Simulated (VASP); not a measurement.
Crystal: Sn.

```
CELL_PARAMETERS angstrom
4.57264 0.00000 0.00000
2.28632 3.96002 0.00000
2.28632 1.32001 3.73354
ATOMIC_POSITIONS crystal
Sn 0.00000 0.00000 0.00000
Sn 0.25000 0.25000 0.25000
```

* Program: VASP 6.6.1
* Task: relaxation of cell and atoms
* Functional: r2SCAN
* Potentials or basis: VASP PAW PBE potentials, release 64 (Sn_d)
* Cutoff: 600 eV
* k mesh: 5 × 5 × 5
* Occupations: fermi-dirac, width 0.05 eV
* Spin: no spin polarisation

At the start: pressure 2.4 GPa; volume 33.80 Å³/atom.

Problem. How do energy, volume and symmetry change on relaxing?

Solution. Over 3 steps the energy falls by 12.3 meV/atom and the volume is 35.53 Å³/atom (+5.1 %); space group Fd-3m (No. 227, to 0.05 Å).

The path:
```tsv
step	energy change (eV)	largest force (eV/Å)	pressure (GPa)	volume (Å³)
1	0.0000	0.0000	2.41	67.61
2	-0.0199	0.0000	-0.91	72.70
3	-0.0246	0.0000	0.01	71.05
```

Final structure:
```
Sn
1.0
     4.64909    0.00000    0.00000
     2.32455    4.02623    0.00000
     2.32455    1.34208    3.79597
Sn
2
Cartesian
  0.0000 0.0000 0.0000
  2.3245 1.3421 0.9490
```

Caveat: the PAW data sets were made with another functional, which shifts forces and pressure a little.
